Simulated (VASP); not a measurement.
# Ni (Pm-3m) in VASP: further runs, part 2 of 2

VASP 6.6.1. The steps go on from the part before.

## 5. Single point, PBEsol, collinear spin, ferromagnetic start (volume scaled by 1.04)

File INCAR:

```
PREC = Accurate
ENCUT = 520
EDIFF = 1E-7
ISMEAR = -1
SIGMA = 0.05
LREAL = F
LASPH = T
NELM = 150
ALGO = Normal
ISIF = 2
LWAVE = F
LCHARG = F
ISPIN = 2
MAGMOM = 0.529
LORBIT = 11
LMAXMIX = 4
GGA = PS
NBANDS = 15
```

File KPOINTS:

```
regular mesh
0
Gamma
  15 15 15
```

File POSCAR:

```
Ni
1.0
    2.3184568702      0.0000000000      0.0000000000
    0.0000000000      2.3184568702      0.0000000000
    0.0000000000      0.0000000000      2.3184568702
Ni
1
Direct
    0.0000000000      0.0000000000      0.0000000000
```

Potentials or basis: VASP PAW PBE potentials, release 64 (Ni).

Started as:

```sh
cat potpaw_PBE.64/Ni/POTCAR > POTCAR
mpirun -np 1 vasp_std > vasp.out
```

OUTCAR:

```text
PREC = Accurate
   ENCUT = 520
   EDIFF = 1E-7
   ISMEAR = -1
   LREAL = F
   LASPH = T
   NELM = 150
   ISIF = 2
   ISPIN = 2
   LORBIT = 11
   GGA = PS

 ion  position               nearest neighbor table
   1  0.000  0.000  0.000-

  LATTYP: Found a simple cubic cell.
 ALAT       =     2.3184568702

  Lattice vectors:

 A1 = (   2.3184568702,   0.0000000000,   0.0000000000)
 A2 = (   0.0000000000,   2.3184568702,   0.0000000000)
 A3 = (   0.0000000000,   0.0000000000,   2.3184568702)

Analysis of symmetry for initial positions (statically):
=====================================================================
 Subroutine PRICEL returns:
 Original cell was already a primitive cell.

 Routine SETGRP: Setting up the symmetry group for a
 simple cubic supercell.

 Subroutine GETGRP returns: Found 48 space group operations
 (whereof 48 operations were pure point group operations)
 out of a pool of 48 trial point group operations.

The static configuration has the point symmetry O_h .

Analysis of symmetry for dynamics (positions and initial velocities):
=====================================================================
 Subroutine PRICEL returns:
 Original cell was already a primitive cell.

 Routine SETGRP: Setting up the symmetry group for a
 simple cubic supercell.

 Subroutine GETGRP returns: Found 48 space group operations
 (whereof 48 operations were pure point group operations)
 out of a pool of 48 trial point group operations.

The dynamic configuration has the point symmetry O_h .

Analysis of structural, dynamic, and magnetic symmetry:
=====================================================================
 Subroutine PRICEL returns:
 Original cell was already a primitive cell.

 Routine SETGRP: Setting up the symmetry group for a
 simple cubic supercell.

 Subroutine GETGRP returns: Found 48 space group operations
 (whereof 48 operations were pure point group operations)
 out of a pool of 48 trial point group operations.

The overall configuration has the point symmetry O_h .

 Subroutine INISYM returns: Found 48 space group operations
 (whereof 48 operations are pure point group operations),
 and found     1 'primitive' translations

----------------------------------------------------------------------------------------

                                     Primitive cell

  volume of cell :      12.4623

  direct lattice vectors                    reciprocal lattice vectors
     2.318456870  0.000000000  0.000000000     0.431321373  0.000000000  0.000000000
     0.000000000  2.318456870  0.000000000     0.000000000  0.431321373  0.000000000
     0.000000000  0.000000000  2.318456870     0.000000000  0.000000000  0.431321373

  length of vectors
     2.318456870  2.318456870  2.318456870     0.431321373  0.431321373  0.431321373

  position of ions in fractional coordinates (direct lattice)
     0.000000000  0.000000000  0.000000000

  ion indices of the primitive-cell ions
   primitive index   ion index
                 1           1

----------------------------------------------------------------------------------------

 KPOINTS: regular mesh

Automatic generation of k-mesh.
 Grid dimensions read from file:
 generate k-points for:   15   15   15

 Generating k-lattice:

  Cartesian coordinates                     Fractional coordinates (reciprocal lattice)
     0.028754758  0.000000000  0.000000000     0.066666667  0.000000000  0.000000000
     0.000000000  0.028754758  0.000000000     0.000000000  0.066666667  0.000000000
     0.000000000  0.000000000  0.028754758     0.000000000  0.000000000  0.066666667

[... 70 lines left out ...]
   EFERMI =   0.00;   METHOD = LEGACY
   ISMEAR =    -1;   SIGMA  =   0.05  broadening in eV -4-tet -1-fermi 0-gaus
   EFERMI_NEDOS =   21; number of points for ismear=-14 and -15
   IALGO  =     38    algorithm
   IMIX   =      4    mixing-type and parameters
     AMIX     =   0.40;   BMIX     =  1.00
     AMIX_MAG =   1.60;   BMIX_MAG =  1.00
  volume/ion in A,a.u.               =      12.46        84.10
  Fermi-wavevector in a.u.,A,eV,Ry     =   1.521280  2.874802 31.487864  2.314293
  Thomas-Fermi vector in A             =   2.630016
   LORBIT       =     11    0 simple, 1 ext, 2 COOP (PROOUT), +10 PAW based schemes
   GGA     = PS    functional components
   LHFCALC =     F    Hartree Fock is set to
   AEXX    =    0.0000 exact exchange contribution
   IVDW    =     0    specifies the selected vdW correction
   LEPSILON=     F    determine dielectric tensor
   LRPA    =     F    only Hartree local field effects (RPA)
 spin polarized calculation
  energy-cutoff  :      520.00
  volume of cell :       12.46
 maximum number of plane-waves:       343
 NGX is ok and might be reduce to    18
   NGX =  9   NGY =  9   NGZ =  9

 number of electron      10.0000019 magnetization       0.5213636

 Free energy of the ion-electron system (eV)
  ---------------------------------------------------
  ext. energy  EPLUGINS =         0.00000000
  ---------------------------------------------------
  free energy    TOTEN  =        -5.37456966 eV

  energy without entropy =       -5.35776590  energy(sigma->0) =       -5.36616778

 E-fermi :   7.4098     XC(G=0): -12.5570

 val. band max:        7.4055559499   @ k =   0.2667   0.2667   0.1333
 cond. band min:       7.4119951403   @ k =   0.4000   0.1333   0.1333
 fundamental gap:      0.0064391904
 Fermi energy:         7.4098396883

 spin component 1

 k-point     1 :       0.0000    0.0000    0.0000
  band No.  band energies     occupation
      1      -0.6852      1.00000
      2       3.7764      1.00000
      3       3.7764      1.00000
      4       7.0634      0.99902
      5       7.0634      0.99902
      6       7.0634      0.99902
      7      26.9128      0.00000
      8      26.9128      0.00000
      9      26.9128      0.00000
     10      30.7357      0.00000
     11      30.7357      0.00000
     12      34.9938      0.00000
     13      49.2041      0.00000
     14      49.2041      0.00000
[... 403 lines left out ...]
      4       6.3228      1.00000
      5       6.5990      1.00000
      6       6.7886      1.00000
      7      15.3822      0.00000
      8      22.9383      0.00000
      9      31.5520      0.00000
     10      32.4176      0.00000
     11      33.4456      0.00000
     12      41.3483      0.00000
     13      42.1600      0.00000
     14      44.0411      0.00000
     15      48.8586      0.00000

 [... further k-points ...]

 spin component 2

 k-point     1 :       0.0000    0.0000    0.0000
  band No.  band energies     occupation
      1      -0.6545      1.00000
      2       4.1889      1.00000
      3       4.1889      1.00000
      4       7.6992      0.00306
      5       7.6992      0.00306
      6       7.6992      0.00306
      7      26.9864      0.00000
      8      26.9864      0.00000
      9      26.9864      0.00000
     10      30.8338      0.00000
     11      30.8338      0.00000
     12      35.0175      0.00000
     13      49.2363      0.00000
     14      49.2363      0.00000
[... 403 lines left out ...]
      4       6.9271      0.99994
      5       7.0529      0.99921
      6       7.4129      0.48483
      7      15.5462      0.00000
      8      23.0507      0.00000
      9      31.6427      0.00000
     10      32.5251      0.00000
     11      33.4613      0.00000
     12      41.4005      0.00000
     13      42.2479      0.00000
     14      44.0758      0.00000
     15      48.9334      0.00000

 [... further k-points ...]

------------------------ aborting loop because EDIFF is reached ----------------------------------------

  FORCE on cell =-STRESS in cart. coord.  units (eV):
  Direction    XX          YY          ZZ          XY          YZ          ZX
  --------------------------------------------------------------------------------------
  -------------------------------------------------------------------------------------
  Total       -0.4589259     -0.4589259     -0.4589259     -0.0000000      0.0000000     -0.0000000
  in kB      -59.0005597    -59.0005597    -59.0005597     -0.0000000      0.0000000     -0.0000000
  external PRESSURE =     -59.0005597 kB  Pullay stress =       0.0000000 kB

 VOLUME and BASIS-vectors are now :
 -----------------------------------------------------------------------------
  energy-cutoff  :      520.00
  volume of cell :       12.46
      direct lattice vectors                 reciprocal lattice vectors
     2.318456870  0.000000000  0.000000000     0.431321373  0.000000000  0.000000000
     0.000000000  2.318456870  0.000000000     0.000000000  0.431321373  0.000000000
     0.000000000  0.000000000  2.318456870     0.000000000  0.000000000  0.431321373

 POSITION                                       TOTAL-FORCE (eV/Angst)
 -----------------------------------------------------------------------------------
      0.00000      0.00000      0.00000         0.000000      0.000000      0.000000
 -----------------------------------------------------------------------------------
    total drift:                                0.000000      0.000000     -0.000000

  FREE ENERGIE OF THE ION-ELECTRON SYSTEM (eV)
  ---------------------------------------------------
  free  energy   TOTEN  =        -5.3745696619 eV

  energy  without entropy=       -5.3577659006  energy(sigma->0) =       -5.36616778

 total charge

# of ion       s       p       d       tot
------------------------------------------
    1        0.516   0.398   8.353   9.267

 magnetization (x)

# of ion       s       p       d       tot
------------------------------------------
    1       -0.000  -0.003   0.528   0.525
```

OSZICAR:

```text
N       E                     dE             d eps       ncg     rms          rms(c)
DAV:   1     0.337657479113E+02    0.33766E+02   -0.42378E+03  7525   0.828E+02
DAV:   2    -0.469100762123E+01   -0.38457E+02   -0.35645E+02  8460   0.158E+02
DAV:   3    -0.631411333827E+01   -0.16231E+01   -0.16044E+01  8446   0.320E+01
DAV:   4    -0.632622672113E+01   -0.12113E-01   -0.12111E-01  8966   0.265E+00
DAV:   5    -0.632644007486E+01   -0.21335E-03   -0.21335E-03  8683   0.318E-01    0.901E+00
DAV:   6    -0.582046562880E+01    0.50597E+00   -0.13299E+01 10224   0.403E+01    0.655E+00
DAV:   7    -0.538819242516E+01    0.43227E+00   -0.27976E+00 10158   0.168E+01    0.157E+00
DAV:   8    -0.537706026149E+01    0.11132E-01   -0.13841E-02  9083   0.787E-01    0.775E-01
DAV:   9    -0.537508500055E+01    0.19753E-02   -0.16878E-03 11689   0.257E-01    0.255E-01
DAV:  10    -0.537458846583E+01    0.49653E-03   -0.70015E-04 11742   0.163E-01    0.645E-02
DAV:  11    -0.537457031412E+01    0.18152E-04   -0.66431E-05 10584   0.560E-02    0.274E-02
DAV:  12    -0.537456961992E+01    0.69421E-06   -0.18957E-05 10175   0.373E-02    0.113E-02
DAV:  13    -0.537456966194E+01   -0.42027E-07   -0.38509E-07  8494   0.591E-03
   1 F= -.53745697E+01 E0= -.53661678E+01  d E =-.168038E-01  mag=     0.5208
```

stdout:

```text
POSCAR found type information on POSCAR Ni
 POSCAR found :  1 types and       1 ions
 scaLAPACK will be used
 -----------------------------------------------------------------------------
|                                                                             |
|                                                                             |
|     You enforced a specific xc type in the INCAR file but a different       |
|     I HOPE YOU KNOW WHAT YOU ARE DOING!                                     |
|                                                                             |
 -----------------------------------------------------------------------------

 LDA part: xc-table for (Slater+PW92), standard interpolation
 POSCAR, INCAR and KPOINTS ok, starting setup
 FFT: planning ... GRIDC
 FFT: planning ... GRID_SOFT
 FFT: planning ... GRID
 WAVECAR not read
 entering main loop
```

Wall time 20 s (1 thread of AMD EPYC 9R45 (Zen 5), shared host); peak memory 0.12 GiB.

What came out:

- Free energy: -5.3746 eV
- Pressure: -5.9 GPa
- Net moment: 0.52 μB per cell
- Site moments: Ni +0.53 μB
- Valence electrons inside the program's atomic spheres: Ni 9.27

Caveat: the cell differs from its parent crystal (volume scaled by 1.04); the PAW data sets were made with another functional, which shifts forces and pressure a little.

## 6. Single point, PBEsol, collinear spin, ferromagnetic start (volume scaled by 1.08)

File INCAR:

```
ALGO = Normal
EDIFF = 1E-6
ENCUT = 520
GGA = PS
ISIF = 2
ISMEAR = -1
ISPIN = 2
LASPH = T
LCHARG = F
LMAXMIX = 4
LORBIT = 11
LREAL = F
LWAVE = F
MAGMOM = 0.529
NBANDS = 15
NELM = 150
PREC = Accurate
SIGMA = 0.05
```

File KPOINTS:

```
k-points
0
Gamma
  15 15 15
```

File POSCAR:

```
Ni
1.0
    2.3478075413      0.0000000000      0.0000000000
    0.0000000000      2.3478075413      0.0000000000
    0.0000000000      0.0000000000      2.3478075413
Ni
1
Direct
    0.0000000000      0.0000000000      0.0000000000
```

Potentials or basis: VASP PAW PBE potentials, release 64 (Ni).

Started as:

```sh
cat potpaw_PBE.64/Ni/POTCAR > POTCAR
mpirun -np 1 vasp_std > vasp.out
```

It took 19 s on 1 thread of AMD EPYC 9R45 (Zen 5), shared host; peak memory 0.12 GiB.

Results (log left out):

- Free energy: -5.3501 eV
- Pressure: -10.3 GPa
- Net moment: 0.59 μB per cell
- Site moments: Ni +0.60 μB
- Valence electrons inside the program's atomic spheres: Ni 9.21

Levels at points of the mesh, in eV from the Fermi level:
Spin up:
| k point | band 3 | band 4 | band 5 | band 6 | band 7 | band 8 |
| --- | --- | --- | --- | --- | --- | --- |
| (0.00, 0.00, 0.00) | -3.52 | -0.41 | -0.41 | -0.41 | 19.04 | 19.04 |
Spin down:
| k point | band 2 | band 3 | band 4 | band 5 | band 6 | band 7 | band 8 | band 9 |
| --- | --- | --- | --- | --- | --- | --- | --- | --- |
| (0.00, 0.00, 0.00) | -3.03 | -3.03 | 0.29 | 0.29 | 0.29 | 19.12 | 19.12 | 19.12 |

Caveat: the cell differs from its parent crystal (volume scaled by 1.08); the PAW data sets were made with another functional, which shifts forces and pressure a little.

## 7. Relaxation of cell and atoms, PBEsol, collinear spin, ferromagnetic start

This run uses another cell than the first one, of 11.81 Å³/atom, 1.027 times its volume.

File INCAR:

```
PREC = Accurate ; ENCUT = 600
EDIFF = 1E-6 ; ISMEAR = -1
SIGMA = 0.05 ; LREAL = False
LASPH = True ; NELM = 150
ALGO = Normal ; ISIF = 3
LWAVE = False ; LCHARG = False
ISPIN = 2 ; MAGMOM = 0.8
LORBIT = 11 ; LMAXMIX = 4
GGA = PS ; IBRION = 2
NSW = 80 ; EDIFFG = -0.01
```

File KPOINTS:

```
Automatic mesh
0
Gamma
  14 14 14
```

File POSCAR:

```
Ni
1.0
    2.2775907947      0.0000000000      0.0000000000
    0.0000000000      2.2775907947      0.0000000000
    0.0000000000      0.0000000000      2.2775907947
Ni
1
Direct
    0.0000000000      0.0000000000      0.0000000000
```

Started as:

```sh
cat potpaw_PBE.64/Ni/POTCAR > POTCAR
mpirun -np 1 vasp_std > vasp.out
```

Run time: 23 s. Hardware: 1 thread of AMD EPYC 9R45 (Zen 5), shared host; peak memory 0.12 GiB.

It converged, with:

* Free energy: -5.3841 eV
* Relaxed volume: 11.97 Å³/atom
* Relaxed cell: a = 2.287 Å, b = 2.287 Å, c = 2.287 Å, α = 90.00°, β = 90.00°, γ = 90.00°
* Space group after relaxing (to 0.05 Å): Pm-3m (No. 221)
* Energy gained by relaxing: 1.1 meV/atom
* Ionic steps: 3
* Pressure after relaxing: 0.0 GPa
* Net moment: 0.49 μB per cell
* Site moments: Ni +0.49 μB
* Valence electrons inside the program's atomic spheres: Ni 9.33

The path:
```csv
step,energy change (eV),largest force (eV/Å),pressure (GPa),volume (Å³)
1,0.0000,0.0000,2.32,11.81
2,-0.0003,0.0000,-1.88,12.11
3,-0.0011,0.0000,-0.03,11.97
```

Final structure:
```yaml
crystal:
  lattice:
    - [2.28749, 0.00000, 0.00000]
    - [0.00000, 2.28749, 0.00000]
    - [0.00000, 0.00000, 2.28749]
  atoms:
    - { symbol: Ni, position: [0.00000, 0.00000, 0.00000] }
```

Levels at points of the mesh, in eV from the Fermi level:
Spin up:
```csv
k point,band 3,band 4,band 5,band 6,band 7,band 8
"(0.00, 0.00, 0.00)",-3.81,-0.31,-0.31,-0.31,20.00,20.00
"(0.50, 0.00, 0.00)",-1.43,-1.43,-1.22,-0.21,3.86,24.97
"(0.50, 0.50, 0.00)",-1.20,-1.20,0.48,5.28,5.28,11.57
"(0.50, 0.50, 0.50)",-3.46,0.54,0.54,12.17,12.17,12.17
```
Spin down:
| k point | band 3 | band 4 | band 5 | band 6 | band 7 | band 8 |
| --- | --- | --- | --- | --- | --- | --- |
| (0.00, 0.00, 0.00) | -3.42 | 0.29 | 0.29 | 0.29 | 20.07 | 20.07 |
| (0.50, 0.00, 0.00) | -1.21 | -0.87 | -0.87 | 0.39 | 4.18 | 24.93 |
| (0.50, 0.50, 0.00) | -0.63 | -0.63 | 0.99 | 5.33 | 5.33 | 11.75 |
| (0.50, 0.50, 0.50) | -3.00 | 1.05 | 1.05 | 12.26 | 12.26 | 12.26 |

Caveat: the PAW data sets were made with another functional, which shifts forces and pressure a little.

## 8. Overview

| task | cell | k mesh | cutoff (eV) | gap on the mesh (eV) | pressure (GPa) | moment (μB) |
| --- | --- | --- | --- | --- | --- | --- |
| single point | a = 2.257 Å, 1 atom | 15 × 15 × 15 | 520 | none | 7.3 | 0.42 |
| single point | a = 2.288 Å, 1 atom | 14 × 14 × 14 | 520 | none | 0.0 | 0.49 |
| single point | a = 2.288 Å, 1 atom | 15 × 15 × 15 | 520 | none | -0.1 | 0.47 |
| single point | a = 2.318 Å, 1 atom | 15 × 15 × 15 | 520 | none | -5.9 | 0.52 |
| single point | a = 2.348 Å, 1 atom | 15 × 15 × 15 | 520 | none | -10.3 | 0.59 |
| relaxation of cell and atoms | relaxed from a = 2.278 Å, 1 atom | 14 × 14 × 14 | 600 | none | 0.0 | 0.49 |

Alike in all rows: level PBEsol; potentials or basis VASP PAW PBE potentials, release 64 (Ni); spin collinear, ferromagnetic start; smearing fermi-dirac 0.05 eV.

Caveats: the PAW data sets were made with another functional, which shifts forces and pressure a little.

Absolute energies hang on the potentials; compare differences alone.
